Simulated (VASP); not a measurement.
# CdSe (P6_3mc) in VASP: notebook

The runs below take CdSe through single point, with PBE.

All numbers are computed with VASP 6.6.1; they aren't measurements. Logs are shortened: lines on timing, memory, paths and dates and some standing lists are left out, and cuts for length are marked.

## Step 1: The cell of the first run

Symmetry: P6_3mc, No. 186, hexagonal system. The conventional cell has a = 4.406 Å, b = 4.406 Å, c = 6.664 Å, α = 90.00°, β = 90.00°, γ = 120.00°. Cd (site symmetry 3m) has 4 Se at 2.50 to 2.68 Å within 3.3 Å. Within 3.3 Å of Se (site symmetry 3m) lie 4 Cd at 2.50 to 2.68 Å.

## Step 2: Single point, PBE (strain +0.025 along x and y, -0.050 along z)

INCAR reads:

```
PREC     = Accurate       # precision mode
ENCUT    = 520            # plane-wave cutoff, eV
EDIFF    = 1E-7           # SCF threshold, eV
ISMEAR   = 0              # smearing method
SIGMA    = 0.05           # smearing width, eV
LREAL    = F              # projectors in reciprocal space
LASPH    = T              # aspherical terms in the spheres
NELM     = 60             # most SCF steps
ALGO     = Normal         # electronic algorithm
ISIF     = 2              # what is computed and relaxed
LWAVE    = F              # write WAVECAR
LCHARG   = T              # write CHGCAR
GGA      = PE             # functional
LELF     = T              # ELF
LVHAR    = T            
NBANDS   = 26             # bands
```

KPOINTS reads:

```
regular mesh
0
Gamma
  6 6 4
```

POSCAR reads:

```
CdSe
1.0
    4.4059624121      0.0000000000      0.0000000000
   -2.2029812060      3.8156753770      0.0000000000
    0.0000000000      0.0000000000      6.6644400000
Cd Se
2 2
Direct
    0.6666666667      0.3333333333      0.0000000000
    0.3333333333      0.6666666667      0.5000000000
    0.6666666667      0.3333333333      0.3750000000
    0.3333333333      0.6666666667      0.8750000000
```

Potentials or basis: VASP PAW PBE potentials, release 64 (Cd, Se).

The run is started by

```console
cat potpaw_PBE.64/Cd/POTCAR potpaw_PBE.64/Se/POTCAR > POTCAR
mpirun -np 1 vasp_std > vasp.out
```

OUTCAR:

```text
PREC = Accurate
   ENCUT = 520
   EDIFF = 1E-7
   ISMEAR = 0
   LREAL = F
   LASPH = T
   NELM = 60
   ISIF = 2
   GGA = PE

 ion  position               nearest neighbor table
   1  0.667  0.333  0.000-   3 2.50   4 2.68   4 2.68   4 2.68
   2  0.333  0.667  0.500-   4 2.50   3 2.68   3 2.68   3 2.68
   3  0.667  0.333  0.375-   1 2.50   2 2.68   2 2.68   2 2.68
   4  0.333  0.667  0.875-   2 2.50   1 2.68   1 2.68   1 2.68

  LATTYP: Found a hexagonal cell.
 ALAT       =     4.4059624121
 C/A-ratio  =     1.5125957456

  Lattice vectors:

 A1 = (   4.4059624121,   0.0000000000,   0.0000000000)
 A2 = (  -2.2029812060,   3.8156753770,   0.0000000000)
 A3 = (   0.0000000000,   0.0000000000,   6.6644400000)

Analysis of symmetry for initial positions (statically):
=====================================================================
 Subroutine PRICEL returns:
 Original cell was already a primitive cell.

 Routine SETGRP: Setting up the symmetry group for a
 hexagonal supercell.

 Subroutine GETGRP returns: Found 12 space group operations
 (whereof  6 operations were pure point group operations)
 out of a pool of 24 trial point group operations.

The static configuration has the point symmetry C_3v.
 The point group associated with its full space group is C_6v.

Analysis of symmetry for dynamics (positions and initial velocities):
=====================================================================
 Subroutine PRICEL returns:
 Original cell was already a primitive cell.

 Routine SETGRP: Setting up the symmetry group for a
 hexagonal supercell.

 Subroutine GETGRP returns: Found 12 space group operations
 (whereof  6 operations were pure point group operations)
 out of a pool of 24 trial point group operations.

The dynamic configuration has the point symmetry C_3v.
 The point group associated with its full space group is C_6v.

 Subroutine INISYM returns: Found 12 space group operations
 (whereof  6 operations are pure point group operations),
 and found     1 'primitive' translations

----------------------------------------------------------------------------------------

                                     Primitive cell

  volume of cell :     112.0407

  direct lattice vectors                    reciprocal lattice vectors
     4.405962412  0.000000000  0.000000000     0.226965168  0.131038401  0.000000000
    -2.202981206  3.815675377  0.000000000     0.000000000  0.262076802  0.000000000
     0.000000000  0.000000000  6.664440000     0.000000000  0.000000000  0.150050117

  length of vectors
     4.405962412  4.405962412  6.664440000     0.262076802  0.262076802  0.150050117

  position of ions in fractional coordinates (direct lattice)
     0.666666667  0.333333333  0.000000000
     0.333333333  0.666666667  0.500000000
     0.666666667  0.333333333  0.375000000
     0.333333333  0.666666667  0.875000000

  ion indices of the primitive-cell ions
   primitive index   ion index
                 1           1
                 2           2
                 3           3
                 4           4

----------------------------------------------------------------------------------------

 KPOINTS: regular mesh

Automatic generation of k-mesh.
 Grid dimensions read from file:
 generate k-points for:    6    6    4

 Generating k-lattice:

  Cartesian coordinates                     Fractional coordinates (reciprocal lattice)
     0.037827528  0.021839733  0.000000000     0.166666667 -0.000000000  0.000000000
     0.000000000  0.043679467  0.000000000     0.000000000  0.166666667  0.000000000
     0.000000000  0.000000000  0.037512529     0.000000000  0.000000000  0.250000000

  Length of vectors
     0.043679467  0.043679467  0.037512529

  Shift w.r.t. Gamma in fractional coordinates (k-lattice)
     0.000000000  0.000000000  0.000000000

 Subroutine IBZKPT returns following result:
 ===========================================

 Found     21 irreducible k-points:

 Following reciprocal coordinates:
            Coordinates               Weight
  0.000000  0.000000  0.000000      1.000000
  0.166667  0.000000  0.000000      6.000000
  0.333333  0.000000  0.000000      6.000000
  0.500000  0.000000  0.000000      3.000000
  0.166667  0.166667  0.000000      6.000000
  0.333333  0.166667  0.000000     12.000000
[... 13 lines left out ...]
  0.333333  0.166667  0.500000     12.000000
  0.333333  0.333333  0.500000      2.000000
   k-points           NKPTS =     21   k-points in BZ     NKDIM =     21   number of bands    NBANDS=     26
   number of dos      NEDOS =    301   number of ions     NIONS =      4
   total plane-waves  NPLWV =  64800
   dimension x,y,z NGX =    36 NGY =   36 NGZ =   50
   dimension x,y,z NGXF=    72 NGYF=   72 NGZF=  100
   ions per type =               2   2
   NGX,Y,Z   is equivalent  to a cutoff of  13.58, 13.58, 12.47 a.u.
   NGXF,Y,Z  is equivalent  to a cutoff of  27.17, 27.17, 24.95 a.u.
 SYSTEM =  unknown system
   PREC   = accura    normal or accurate (medium, high low for compatibility)
   ISTART =      0    job   : 0-new  1-cont  2-samecut
   ICHARG =      2    charge: 1-file 2-atom 10-const
   ISPIN  =      1    spin polarized calculation?
   LNONCOLLINEAR =      F non collinear calculations
   LSORBIT =      F    spin-orbit coupling
   LASPH  =      T    aspherical Exc in radial PAW
   ENCUT  =  520.0 eV  38.22 Ry    6.18 a.u.   8.19  8.19 12.39*2*pi/ulx,y,z
   NELM   =     60;   NELMIN=  2; NELMDL= -5     # of ELM steps
   EDIFF  = 0.1E-06   stopping-criterion for ELM
   LREAL  =      F    real-space projection
   EDIFFG = 0.1E-05   stopping-criterion for IOM
   NSW    =      0    number of steps for IOM
   IBRION =     -1    ionic relax: 0-MD 1-quasi-New 2-CG
   NFREE  =      0    steps in history (QN), initial steepest desc. (CG)
   ISIF   =      2    stress and relaxation
   ISYM   =      2    0-nonsym 1-usesym 2-fastsym
   POTIM  = 0.5000    time-step for ionic-motion
   TEBEG  =    0.0;   TEEND  =   0.0 temperature during run
   PSTRESS=    0.0 pullay stress
   NELECT =      36.0000    total number of electrons
   NUPDOWN=      -1.0000    fix difference up-down
   EMIN   =  10.00;   EMAX   =-10.00  energy-range for DOS
   EFERMI =   0.00;   METHOD = LEGACY
   ISMEAR =     0;   SIGMA  =   0.05  broadening in eV -4-tet -1-fermi 0-gaus
   EFERMI_NEDOS =   21; number of points for ismear=-14 and -15
   IALGO  =     38    algorithm
   IMIX   =      4    mixing-type and parameters
     AMIX     =   0.40;   BMIX     =  1.00
     AMIX_MAG =   1.60;   BMIX_MAG =  1.00
  volume/ion in A,a.u.               =      28.01       189.02
  Fermi-wavevector in a.u.,A,eV,Ry     =   1.121288  2.118926 17.106415  1.257286
  Thomas-Fermi vector in A             =   2.257940
   LORBIT       =      0    0 simple, 1 ext, 2 COOP (PROOUT), +10 PAW based schemes
   GGA     = PE    functional components
   LHFCALC =     F    Hartree Fock is set to
   AEXX    =    0.0000 exact exchange contribution
   IVDW    =     0    specifies the selected vdW correction
   LEPSILON=     F    determine dielectric tensor
   LRPA    =     F    only Hartree local field effects (RPA)
 non-spin polarized calculation
 Gauss-broadening in eV      SIGMA  =   0.05
  energy-cutoff  :      520.00
  volume of cell :      112.04
 maximum number of plane-waves:      3030
 NGX is ok and might be reduce to    36
   NGX = 17   NGY = 17   NGZ = 25

 number of electron      36.0000007 magnetization

 Free energy of the ion-electron system (eV)
  ---------------------------------------------------
  ext. energy  EPLUGINS =         0.00000000
  ---------------------------------------------------
  free energy    TOTEN  =       -10.76072416 eV

  energy without entropy =      -10.76072416  energy(sigma->0) =      -10.76072416

 E-fermi :   1.2141     XC(G=0):  -8.8910

 val. band max:        0.9968087119   @ k =   0.0000   0.0000   0.0000
 cond. band min:       1.6857946460   @ k =   0.0000   0.0000   0.0000
 fundamental gap:      0.6889859341
 Fermi energy:         1.2140939291

 k-point     1 :       0.0000    0.0000    0.0000
  band No.  band energies     occupation
      1     -11.6663      2.00000
      2     -11.2197      2.00000
      3      -7.0317      2.00000
      4      -6.9366      2.00000
      5      -6.9366      2.00000
      6      -6.8387      2.00000
[... 18 lines left out ...]
     25       7.9580      0.00000
     26       9.1955      0.00000

 k-point     2 :       0.1667    0.0000    0.0000
  band No.  band energies     occupation
      1     -11.5902      2.00000
      2     -11.1971      2.00000
      3      -7.0034      2.00000
      4      -6.9174      2.00000
      5      -6.8831      2.00000
      6      -6.8179      2.00000
[... 18 lines left out ...]
     25       8.5277      0.00000
     26       8.5327      0.00000

 k-point     3 :       0.3333    0.0000    0.0000
  band No.  band energies     occupation
      1     -11.4209      2.00000
      2     -11.1661      2.00000
      3      -6.9496      2.00000
      4      -6.8912      2.00000
      5      -6.8069      2.00000
      6      -6.7347      2.00000
[... 18 lines left out ...]
     25       9.0920      0.00000
     26       9.6215      0.00000

 k-point     4 :       0.5000    0.0000    0.0000
  band No.  band energies     occupation
      1     -11.3146      2.00000
      2     -11.1709      2.00000
      3      -6.9267      2.00000
      4      -6.8844      2.00000
      5      -6.7656      2.00000
      6      -6.7555      2.00000
[... 18 lines left out ...]
     25       9.3103      0.00000
     26      10.3680      0.00000

 k-point     5 :       0.1667    0.1667    0.0000
  band No.  band energies     occupation
      1     -11.4667      2.00000
      2     -11.1711      2.00000
      3      -6.9572      2.00000
      4      -6.9045      2.00000
      5      -6.7996      2.00000
      6      -6.7905      2.00000
[... 18 lines left out ...]
     25       9.0812      0.00000
     26       9.4370      0.00000

 k-point     6 :       0.3333    0.1667    0.0000
  band No.  band energies     occupation
      1     -11.3162      2.00000
      2     -11.1707      2.00000
      3      -6.9092      2.00000
      4      -6.8993      2.00000
      5      -6.7858      2.00000
      6      -6.7193      2.00000
[... 340 lines left out ...]
 k-point    18 :       0.5000    0.0000    0.5000
  band No.  band energies     occupation
      1     -11.2279      2.00000
      2     -11.2279      2.00000
      3      -6.9088      2.00000
      4      -6.9088      2.00000
      5      -6.7890      2.00000
      6      -6.7890      2.00000
[... 18 lines left out ...]
     25       8.8380      0.00000
     26       8.8380      0.00000

 k-point    19 :       0.1667    0.1667    0.5000
  band No.  band energies     occupation
      1     -11.3066      2.00000
      2     -11.3066      2.00000
      3      -6.8998      2.00000
      4      -6.8998      2.00000
      5      -6.8293      2.00000
      6      -6.8293      2.00000
[... 18 lines left out ...]
     25       8.3559      0.00000
     26       8.3559      0.00000

 k-point    20 :       0.3333    0.1667    0.5000
  band No.  band energies     occupation
      1     -11.2286      2.00000
      2     -11.2286      2.00000
      3      -6.8969      2.00000
      4      -6.8969      2.00000
      5      -6.7955      2.00000
      6      -6.7955      2.00000
[... 18 lines left out ...]
     25       8.8219      0.00000
     26       8.8219      0.00000

 k-point    21 :       0.3333    0.3333    0.5000
  band No.  band energies     occupation
      1     -11.2031      2.00000
      2     -11.2031      2.00000
      3      -6.8864      2.00000
      4      -6.8864      2.00000
      5      -6.7921      2.00000
      6      -6.7921      2.00000
[... 18 lines left out ...]
     25       9.4596      0.00000
     26       9.4596      0.00000

------------------------ aborting loop because EDIFF is reached ----------------------------------------

  FORCE on cell =-STRESS in cart. coord.  units (eV):
  Direction    XX          YY          ZZ          XY          YZ          ZX
  --------------------------------------------------------------------------------------
  -------------------------------------------------------------------------------------
  Total        0.8038278      0.8038278      6.9760255      0.0000000      0.0000000     -0.0000000
  in kB       11.4947030     11.4947030     99.7568603      0.0000000      0.0000000     -0.0000000
  external PRESSURE =      40.9154221 kB  Pullay stress =       0.0000000 kB

 VOLUME and BASIS-vectors are now :
 -----------------------------------------------------------------------------
  energy-cutoff  :      520.00
  volume of cell :      112.04
      direct lattice vectors                 reciprocal lattice vectors
     4.405962412  0.000000000  0.000000000     0.226965168  0.131038401  0.000000000
    -2.202981206  3.815675377  0.000000000     0.000000000  0.262076802  0.000000000
     0.000000000  0.000000000  6.664440000     0.000000000  0.000000000  0.150050117

 POSITION                                       TOTAL-FORCE (eV/Angst)
 -----------------------------------------------------------------------------------
      2.20298      1.27189      0.00000        -0.000000      0.000000     -0.854965
     -0.00000      2.54378      3.33222         0.000000     -0.000000     -0.854965
      2.20298      1.27189      2.49917         0.000000     -0.000000      0.854965
     -0.00000      2.54378      5.83139        -0.000000      0.000000      0.854965
 -----------------------------------------------------------------------------------
    total drift:                               -0.000000     -0.000000     -0.000602

  FREE ENERGIE OF THE ION-ELECTRON SYSTEM (eV)
  ---------------------------------------------------
  free  energy   TOTEN  =       -10.7607241573 eV

  energy  without entropy=      -10.7607241573  energy(sigma->0) =      -10.76072416
```

Wall time 30 s (1 thread of Intel Xeon 6975P-C (Granite Rapids), shared host); peak memory 0.26 GiB.

What came out:

| Property | Result |
| --- | --- |
| Free energy | -10.7607 eV |
| Pressure | 4.1 GPa |
| Largest force | 0.855 eV/Å |
| Band gap on the k mesh | 0.69 eV, direct |

Forces in eV/Å, atoms in the order of the input:
```
Cd   0.000  0.000 -0.855
Cd   0.000  0.000 -0.855
Se   0.000  0.000  0.855
Se   0.000  0.000  0.855
```

Levels at points of the mesh, in eV from the valence-band top:
| k point | band 14 | band 15 | band 16 | band 17 | band 18 | band 19 | band 20 | band 21 | band 22 | band 23 |
| --- | --- | --- | --- | --- | --- | --- | --- | --- | --- | --- |
| (0.00, 0.00, 0.00) | -1.04 | -1.04 | -0.07 | -0.07 | 0.00 | 0.69 | 1.85 | 5.55 | 5.55 | 6.93 |
| (0.50, 0.00, 0.00) | -3.50 | -2.75 | -2.08 | -1.39 | -0.69 | 3.04 | 3.30 | 5.03 | 6.25 | 6.53 |
| (0.00, 0.00, 0.50) | -2.60 | -0.58 | -0.58 | -0.58 | -0.58 | 2.31 | 2.31 | 5.97 | 5.97 | 5.97 |
| (0.50, 0.00, 0.50) | -4.24 | -1.44 | -1.44 | -1.21 | -1.21 | 3.01 | 3.01 | 4.99 | 4.99 | 7.72 |

Caveat: the cell differs from its parent crystal (strain +0.025 along x and y, -0.050 along z).

(Continued in part 2 of 2.)
